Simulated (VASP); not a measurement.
Runs of VASP 6.6.1 on Sc. The structure is that of space group Fm-3m (No. 225), or close to it. The cells are those of the table. 

```tsv
task	cell	k mesh	cutoff (eV)	gap on the mesh (eV)	pressure (GPa)
single point	a = 3.214 Å, angles 60.0°, 1 atom	8 × 8 × 8	520	none	0.1
relaxation of cell and atoms	relaxed from a = 2.991 Å, angles 60.0°, 1 atom	8 × 8 × 8	600	none	0.1
single point	a = 2.991 Å, angles 60.0°, 1 atom	8 × 8 × 8	520	none	(a)
single point	a = 3.219 Å, angles 60.0°, 1 atom	16 × 16 × 16	520	none	-0.1
```

Alike in all rows: level PBEsol; potentials or basis VASP PAW PBE potentials, release 64 (Sc_sv); no spin polarisation; smearing gaussian 0.1 eV.

Question: Estimate the missing entries.

Answer: (a) 16.7.

Caveats: the PAW data sets were made with another functional, which shifts forces and pressure a little.

A gap of «none» marks levels without a gap at the run's occupations.
